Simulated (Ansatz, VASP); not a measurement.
## Two plane-wave programs on Ti3Pt

```
CELL_PARAMETERS angstrom
5.05793 0.00000 0.00000
0.00000 5.05793 0.00000
0.00000 0.00000 5.05793
ATOMIC_POSITIONS crystal
Ti 0.25000 0.00000 0.50000
Ti 0.50000 0.75000 0.00000
Ti 0.75000 0.00000 0.50000
Ti 0.50000 0.25000 0.00000
Ti 0.00000 0.50000 0.75000
Ti 0.00000 0.50000 0.25000
Pt 0.00000 0.00000 0.00000
Pt 0.50000 0.50000 0.50000
```

Alike in both runs: functional r2SCAN; k mesh 7 × 7 × 7; occupations fermi-dirac, width 0.1 eV; no spin polarisation.

Ansatz relaxed the structure, and its values are those at the end. VASP's run is a single point on that final structure, the one shown.

```csv
,VASP,Ansatz
version,VASP 6.6.1,Ansatz 0.2.0
potentials or method,"VASP PAW PBE potentials, release 64 (Ti_sv, Pt), cutoff 520 eV",PAW plane waves
valence electrons in the cell,92,108
```

Ansatz gave:

* pressure (GPa): -3.2

Task: What did VASP give for the same quantities?

Result: Pressure (GPa): -2.8.

VASP's potentials were made for PBE, not for r2SCAN. VASP's potentials hold 92 valence electrons a cell and Ansatz's 108, so a difference there can come from the potentials and not from the codes. Ansatz's warnings: stress scf threshold loose.

Spin-orbit coupling is off throughout.
